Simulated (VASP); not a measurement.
Here is a VASP 6.6.1 calculation.

Contents of INCAR:

```
SYSTEM = HoNbSe3
PREC     = Accurate       ! precision mode
ENCUT    = 500            ! plane-wave cutoff, eV
EDIFF    = 1E-6           ! SCF threshold, eV
ISMEAR   = 0              ! smearing method
SIGMA    = 0.1            ! smearing width, eV
LREAL    = .False.        ! projectors in reciprocal space
LASPH    = .True.         ! aspherical terms in the spheres
NELM     = 200            ! most SCF steps
ALGO     = Normal         ! electronic algorithm
ISIF     = 2              ! what is computed and relaxed
LWAVE    = .False.        ! write WAVECAR
LCHARG   = .False.        ! write CHGCAR
GGA      = PE             ! functional
NBANDS   = 28             ! bands
GGA_COMPAT= .False.      
LMAXMIX  = 6              ! l up to which the mixer works
```

Contents of KPOINTS:

```
regular mesh
0
Gamma
  4 4 4
  0 0 0
```

The input POSCAR:

```
HoNbSe3
1.0
    4.5836481600      0.0000000000      0.0000000000
    0.0000000000      4.5836481600      0.0000000000
    0.0000000000      0.0000000000      5.7943464800
Ho Nb Se
1 1 3
Direct
    0.0000000000      0.0000000000      0.9838940500
    0.5000000000      0.5000000000      0.6872155100
    0.0000000000      0.5000000000      0.5006765100
    0.5000000000      0.5000000000      0.1001364400
    0.5000000000      0.0000000000      0.5006765100
```

Potentials or basis: VASP PAW PBE potentials, release 64 (Ho_3, Nb_sv, Se), 4f in core.

Command:

```bash
$ cat potpaw_PBE.64/Ho_3/POTCAR potpaw_PBE.64/Nb_sv/POTCAR potpaw_PBE.64/Se/POTCAR > POTCAR
$ mpirun -np 1 vasp_std > vasp.out
```

Problem. Predict the band gap on the k mesh.

Solution. Zero (bands 20 and 21 overlap by 1.26 eV).

Problem. Estimate the largest force.

Solution. 0.272 eV/Å.

Problem. What does it give for the pressure?

Solution. 0.4 GPa.

Forces on the atoms (eV/Å):
```
Ho   0.000  0.000 -0.180
Nb   0.000  0.000 -0.126
Se   0.000  0.000  0.272
Se   0.000  0.000 -0.237
Se   0.000  0.000  0.272
```

Caveat: spin-orbit coupling is left out, which moves the levels of the heavy elements; the 4f electrons are frozen in the core, so they carry no moment and show no levels; the run has no spin polarisation, though such a crystal can be magnetic. Spin polarisation is off, so any magnetic state and its effect on volume and gap are missing.
